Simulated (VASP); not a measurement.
# MgO (zincblende type) (F-43m) in VASP: density of states with PBE

Aim: the density of states of MgO (zincblende type) with PBE.

Program: VASP 6.6.1. These are calculated values, not measurements. Logs are shortened: lines on timing, memory, paths and dates and some standing lists are left out, and cuts for length are marked.

**1. The cell of the first run**

Symmetry: F-43m, No. 216, cubic system. Conventional cell: a = 3.779 Å, b = 3.779 Å, c = 3.779 Å, α = 90.00°, β = 90.00°, γ = 90.00°. Within 2.2 Å of Mg (site symmetry -43m) lie 4 O at 1.64 Å. O (site symmetry -43m) has 4 Mg at 1.64 Å within 2.2 Å.

**2. Density of states, PBE (volume scaled by 0.55)**

The input, POSCAR:

```
MgO
1.0
    0.0000000000      1.8892707084      1.8892707084
    1.8892707084      0.0000000000      1.8892707084
    1.8892707084      1.8892707084      0.0000000000
Mg O
1 1
Direct
    0.0000000000      0.0000000000      0.0000000000
    0.2500000000      0.2500000000      0.2500000000
```

The input, INCAR.step1:

```
SYSTEM = MgO
PREC     = Accurate       ! precision mode
ENCUT    = 520            ! plane-wave cutoff, eV
EDIFF    = 1E-7           ! SCF threshold, eV
ISMEAR   = -1             ! smearing method
SIGMA    = 0.05           ! smearing width, eV
LREAL    = .FALSE.        ! projectors in reciprocal space
LASPH    = .TRUE.         ! aspherical terms in the spheres
NELM     = 60             ! most SCF steps
ALGO     = Normal         ! electronic algorithm
ISIF     = 2              ! what is computed and relaxed
LWAVE    = .FALSE.        ! write WAVECAR
LCHARG   = .TRUE.         ! write CHGCAR
GGA      = PE             ! functional
NBANDS   = 11             ! bands
```

The input, KPOINTS.step1:

```
Automatic mesh
0
G
  15 15 15
  0 0 0
```

The input, INCAR.step2:

```
SYSTEM = MgO
PREC     = Accurate       ! precision mode
ENCUT    = 520            ! plane-wave cutoff, eV
EDIFF    = 1E-7           ! SCF threshold, eV
ISMEAR   = -5             ! smearing method
SIGMA    = 0.05           ! smearing width, eV
LREAL    = .FALSE.        ! projectors in reciprocal space
LASPH    = .TRUE.         ! aspherical terms in the spheres
NELM     = 60             ! most SCF steps
ALGO     = Normal         ! electronic algorithm
ISIF     = 2              ! what is computed and relaxed
LWAVE    = .FALSE.        ! write WAVECAR
LCHARG   = .FALSE.        ! write CHGCAR
GGA      = PE             ! functional
LORBIT   = 10             ! projections on sites
NBANDS   = 11             ! bands
NEDOS    = 2001           ! points of the DOS
ICHARG   = 11             ! starting density
```

The input, KPOINTS.step2:

```
Automatic mesh
0
G
  23 23 23
  0 0 0
```

Potentials or basis: VASP PAW PBE potentials, release 64 (Mg, O).

Launch:

```
cat potpaw_PBE.64/Mg/POTCAR potpaw_PBE.64/O/POTCAR > POTCAR
cp INCAR.step1 INCAR
cp KPOINTS.step1 KPOINTS
mpirun -np 1 vasp_std > vasp.out
cp INCAR.step2 INCAR
cp KPOINTS.step2 KPOINTS
mpirun -np 1 vasp_std > vasp.out
```

OUTCAR:

```text
SYSTEM = MgO
   PREC = Accurate
   ENCUT = 520
   EDIFF = 1E-7
   ISMEAR = -5
   LREAL = .FALSE.
   LASPH = .TRUE.
   NELM = 60
   ISIF = 2
   GGA = PE
   LORBIT = 10
   ICHARG = 11

 ion  position               nearest neighbor table
   1  0.000  0.000  0.000-   2 1.64   2 1.64   2 1.64   2 1.64
   2  0.250  0.250  0.250-   1 1.64   1 1.64   1 1.64   1 1.64

  LATTYP: Found a face centered cubic cell.
 ALAT       =     3.7785414168

  Lattice vectors:

 A1 = (   0.0000000000,   1.8892707084,   1.8892707084)
 A2 = (   1.8892707084,   0.0000000000,   1.8892707084)
 A3 = (   1.8892707084,   1.8892707084,   0.0000000000)

Analysis of symmetry for initial positions (statically):
=====================================================================
 Subroutine PRICEL returns:
 Original cell was already a primitive cell.

 Routine SETGRP: Setting up the symmetry group for a
 face centered cubic supercell.

 Subroutine GETGRP returns: Found 24 space group operations
 (whereof 24 operations were pure point group operations)
 out of a pool of 48 trial point group operations.

The static configuration has the point symmetry T_d .

Analysis of symmetry for dynamics (positions and initial velocities):
=====================================================================
 Subroutine PRICEL returns:
 Original cell was already a primitive cell.

 Routine SETGRP: Setting up the symmetry group for a
 face centered cubic supercell.

 Subroutine GETGRP returns: Found 24 space group operations
 (whereof 24 operations were pure point group operations)
 out of a pool of 48 trial point group operations.

The dynamic configuration has the point symmetry T_d .

 Subroutine INISYM returns: Found 24 space group operations
 (whereof 24 operations are pure point group operations),
 and found     1 'primitive' translations

----------------------------------------------------------------------------------------

                                     Primitive cell

  volume of cell :      13.4869

  direct lattice vectors                    reciprocal lattice vectors
     0.000000000  1.889270708  1.889270708    -0.264652386  0.264652386  0.264652386
     1.889270708  0.000000000  1.889270708     0.264652386 -0.264652386  0.264652386
     1.889270708  1.889270708  0.000000000     0.264652386  0.264652386 -0.264652386

  length of vectors
     2.671832259  2.671832259  2.671832259     0.458391378  0.458391378  0.458391378

  position of ions in fractional coordinates (direct lattice)
     0.000000000  0.000000000  0.000000000
     0.250000000  0.250000000  0.250000000

  ion indices of the primitive-cell ions
   primitive index   ion index
                 1           1
                 2           2

----------------------------------------------------------------------------------------

 KPOINTS: Automatic mesh

Automatic generation of k-mesh.
 Grid dimensions read from file:
 generate k-points for:   23   23   23

 Generating k-lattice:

  Cartesian coordinates                     Fractional coordinates (reciprocal lattice)
    -0.011506625  0.011506625  0.011506625     0.043478261  0.000000000  0.000000000
     0.011506625 -0.011506625  0.011506625     0.000000000  0.043478261  0.000000000
     0.011506625  0.011506625 -0.011506625     0.000000000  0.000000000  0.043478261

  Length of vectors
     0.019930060  0.019930060  0.019930060

  Shift w.r.t. Gamma in fractional coordinates (k-lattice)
     0.000000000  0.000000000  0.000000000

 TETIRR: Found   1662 inequivalent tetrahedra from    73002

 Subroutine IBZKPT returns following result:
 ===========================================

 Found    364 irreducible k-points:

 Following reciprocal coordinates:
            Coordinates               Weight
  0.000000  0.000000  0.000000      1.000000
  0.043478  0.000000  0.000000      8.000000
  0.086957  0.000000  0.000000      8.000000
  0.130435  0.000000  0.000000      8.000000
  0.173913  0.000000  0.000000      8.000000
  0.217391  0.000000  0.000000      8.000000
[... 16 lines left out ...]
  0.478261  0.043478  0.000000     24.000000
 -0.478261  0.043478  0.000000     24.000000
 [... further k-points ...]
   k-points           NKPTS =    364   k-points in BZ     NKDIM =    364   number of bands    NBANDS=     11
   number of dos      NEDOS =   2001   number of ions     NIONS =      2
   total plane-waves  NPLWV =   8000
   dimension x,y,z NGX =    20 NGY =   20 NGZ =   20
   dimension x,y,z NGXF=    40 NGYF=   40 NGZF=   40
   ions per type =               1   1
   NGX,Y,Z   is equivalent  to a cutoff of  12.44, 12.44, 12.44 a.u.
   NGXF,Y,Z  is equivalent  to a cutoff of  24.89, 24.89, 24.89 a.u.
 SYSTEM =  MgO
   PREC   = accura    normal or accurate (medium, high low for compatibility)
   ISTART =      0    job   : 0-new  1-cont  2-samecut
   ICHARG =     11    charge: 1-file 2-atom 10-const
   ISPIN  =      1    spin polarized calculation?
   LNONCOLLINEAR =      F non collinear calculations
   LSORBIT =      F    spin-orbit coupling
   LASPH  =      T    aspherical Exc in radial PAW
   ENCUT  =  520.0 eV  38.22 Ry    6.18 a.u.   4.97  4.97  4.97*2*pi/ulx,y,z
   NELM   =     60;   NELMIN=  2; NELMDL=  0     # of ELM steps
   EDIFF  = 0.1E-06   stopping-criterion for ELM
   LREAL  =      F    real-space projection
   EDIFFG = 0.1E-05   stopping-criterion for IOM
   NSW    =      0    number of steps for IOM
   IBRION =     -1    ionic relax: 0-MD 1-quasi-New 2-CG
   NFREE  =      0    steps in history (QN), initial steepest desc. (CG)
   ISIF   =      2    stress and relaxation
   ISYM   =      2    0-nonsym 1-usesym 2-fastsym
   POTIM  = 0.5000    time-step for ionic-motion
   TEBEG  =    0.0;   TEEND  =   0.0 temperature during run
   PSTRESS=    0.0 pullay stress
   NELECT =       8.0000    total number of electrons
   NUPDOWN=      -1.0000    fix difference up-down
   EMIN   =  10.00;   EMAX   =-10.00  energy-range for DOS
   EFERMI =   0.00;   METHOD = LEGACY
   ISMEAR =    -5;   SIGMA  =   0.05  broadening in eV -4-tet -1-fermi 0-gaus
   EFERMI_NEDOS =   21; number of points for ismear=-14 and -15
   IALGO  =     38    algorithm
   IMIX   =      4    mixing-type and parameters
     AMIX     =   0.40;   BMIX     =  1.00
     AMIX_MAG =   1.60;   BMIX_MAG =  1.00
  volume/ion in A,a.u.               =       6.74        45.51
  Fermi-wavevector in a.u.,A,eV,Ry     =   1.375521  2.599358 25.743022  1.892059
  Thomas-Fermi vector in A             =   2.500849
   LORBIT       =     10    0 simple, 1 ext, 2 COOP (PROOUT), +10 PAW based schemes
   GGA     = PE    functional components
   LHFCALC =     F    Hartree Fock is set to
   AEXX    =    0.0000 exact exchange contribution
   IVDW    =     0    specifies the selected vdW correction
   LEPSILON=     F    determine dielectric tensor
   LRPA    =     F    only Hartree local field effects (RPA)
 non-spin polarized calculation
 Fermi weights with tetrahedron method with Bloechl corrections
  energy-cutoff  :      520.00
  volume of cell :       13.49
 maximum number of plane-waves:       376

 number of electron       8.0000008 magnetization

 Free energy of the ion-electron system (eV)
  ---------------------------------------------------
  ext. energy  EPLUGINS =         0.00000000
  ---------------------------------------------------
  free energy    TOTEN  =        -6.85569171 eV

  energy without entropy =       -6.85569171  energy(sigma->0) =       -6.85569171

 E-fermi :   4.8851     XC(G=0): -12.4636

 val. band max:        4.8666530103   @ k =  -0.1304   0.1304   0.0000
 cond. band min:      12.3252422231   @ k =   0.4783   0.4783   0.0000
 fundamental gap:      7.4585892129
 Fermi energy:         4.8850843572

 k-point     1 :       0.0000    0.0000    0.0000
  band No.  band energies     occupation
      1     -13.2458      2.00000
      2       4.8133      2.00000
      3       4.8133      2.00000
      4       4.8133      2.00000
      5      12.7076      0.00000
      6      28.6119      0.00000
      7      28.6119      0.00000
      8      28.6119      0.00000
      9      31.0211      0.00000
     10      31.0211      0.00000
     11      33.1568      0.00000

 k-point     2 :       0.0435    0.0000    0.0000
  band No.  band energies     occupation
      1     -13.2150      2.00000
      2       4.6882      2.00000
      3       4.8117      2.00000
      4       4.8117      2.00000
      5      12.8353      0.00000
      6      28.3044      0.00000
      7      28.4949      0.00000
      8      28.4949      0.00000
      9      30.7776      0.00000
     10      30.7776      0.00000
     11      32.9397      0.00000

 k-point     3 :       0.0870    0.0000    0.0000
  band No.  band energies     occupation
      1     -13.1238      2.00000
      2       4.3412      2.00000
      3       4.8071      2.00000
      4       4.8071      2.00000
      5      13.1887      0.00000
      6      27.5276      0.00000
      7      28.1051      0.00000
      8      28.1051      0.00000
      9      30.5432      0.00000
     10      30.5432      0.00000
     11      32.6426      0.00000
[... 267 lines left out ...]
 k-point    23 :       0.4783    0.0435    0.0000
  band No.  band energies     occupation
      1     -11.3032      2.00000
      2       0.1297      2.00000
      3       4.6548      2.00000
      4       4.6904      2.00000
      5      17.9180      0.00000
      6      19.6484      0.00000
      7      24.2503      0.00000
      8      24.2711      0.00000
      9      34.1996      0.00000
     10      35.5665      0.00000
     11      35.9620      0.00000

 k-point    24 :      -0.4783    0.0435    0.0000
  band No.  band energies     occupation
      1     -11.2741      2.00000
      2       0.0801      2.00000
      3       4.6381      2.00000
      4       4.7031      2.00000
      5      18.0735      0.00000
      6      19.4653      0.00000
      7      24.1734      0.00000
      8      24.2768      0.00000
      9      34.3211      0.00000
     10      35.8444      0.00000
     11      35.9800      0.00000

 [... further k-points ...]
[... 5 lines left out ...]
  --------------------------------------------------------------------------------------
  -------------------------------------------------------------------------------------
  Total       19.8509817     19.8509817     19.8509817     -0.0000000      0.0000000      0.0000000
  in kB     2358.1965571   2358.1965571   2358.1965571     -0.0000000      0.0000000      0.0000000
  external PRESSURE =    2358.1965571 kB  Pullay stress =       0.0000000 kB

 VOLUME and BASIS-vectors are now :
 -----------------------------------------------------------------------------
  energy-cutoff  :      520.00
  volume of cell :       13.49
      direct lattice vectors                 reciprocal lattice vectors
     0.000000000  1.889270708  1.889270708    -0.264652386  0.264652386  0.264652386
     1.889270708  0.000000000  1.889270708     0.264652386 -0.264652386  0.264652386
     1.889270708  1.889270708  0.000000000     0.264652386  0.264652386 -0.264652386

 POSITION                                       TOTAL-FORCE (eV/Angst)
 -----------------------------------------------------------------------------------
      0.00000      0.00000      0.00000         0.000000      0.000000      0.000000
      0.94464      0.94464      0.94464        -0.000000     -0.000000     -0.000000
 -----------------------------------------------------------------------------------
    total drift:                               -0.000006     -0.000006     -0.000006

  FREE ENERGIE OF THE ION-ELECTRON SYSTEM (eV)
  ---------------------------------------------------
  free  energy   TOTEN  =        -6.8556917117 eV

  energy  without entropy=       -6.8556917117  energy(sigma->0) =       -6.85569171

 total charge

# of ion       s       p       d       tot
------------------------------------------
    1        0.322   0.516   0.316   1.153
    2        1.603   3.902   0.000   5.504
--------------------------------------------------
tot          1.925   4.417   0.316   6.657
```

Wall time 18 s (1 thread of Intel Xeon 6975P-C (Granite Rapids), shared host); peak memory 0.16 GiB.

What came out:

```
Valence electrons inside the program's atomic spheres : Mg 1.15; O 5.50
```

Levels at points of the mesh, in eV from the valence-band top:
```
           k point  band 2  band 3  band 4  band 5  band 6  band 7
(0.00, 0.00, 0.00)   -0.05   -0.05   -0.05    7.84   23.75   23.75
```
